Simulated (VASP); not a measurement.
Here is a VASP 6.6.1 calculation.

INCAR

```
SYSTEM = ZrB2
PREC = Accurate
ENCUT = 520
EDIFF = 1E-7
ISMEAR = -1
SIGMA = 0.15
LREAL = .FALSE.
LASPH = .TRUE.
NELM = 100
ALGO = Normal
ISIF = 2
LWAVE = .FALSE.
LCHARG = .FALSE.
GGA = PE
NBANDS = 16
```

Contents of KPOINTS:

```
regular mesh
0
G
  15 15 12
  0 0 0
```

POSCAR

```
ZrB2
1.0
    3.1716168866      0.0000000000      0.0000000000
   -1.5858084433      2.7467007948      0.0000000000
    0.0000000000      0.0000000000      3.5422482311
Zr B
1 2
Direct
    0.0000000000      0.0000000000      0.0000000000
    0.3333333333      0.6666666667      0.5000000000
    0.6666666667      0.3333333333      0.5000000000
```

Potentials or basis: VASP PAW PBE potentials, release 64 (Zr_sv, B).

Run with:

```bash
$ cat potpaw_PBE.64/Zr_sv/POTCAR potpaw_PBE.64/B/POTCAR > POTCAR
$ mpirun -np 1 vasp_std > vasp.out
```

(1) Estimate the band gap on the k mesh.

(2) What does it give for the pressure?

## Answers

(1) zero (bands 9 and 10 overlap by 1.01 eV).

(2) 0.1 GPa.
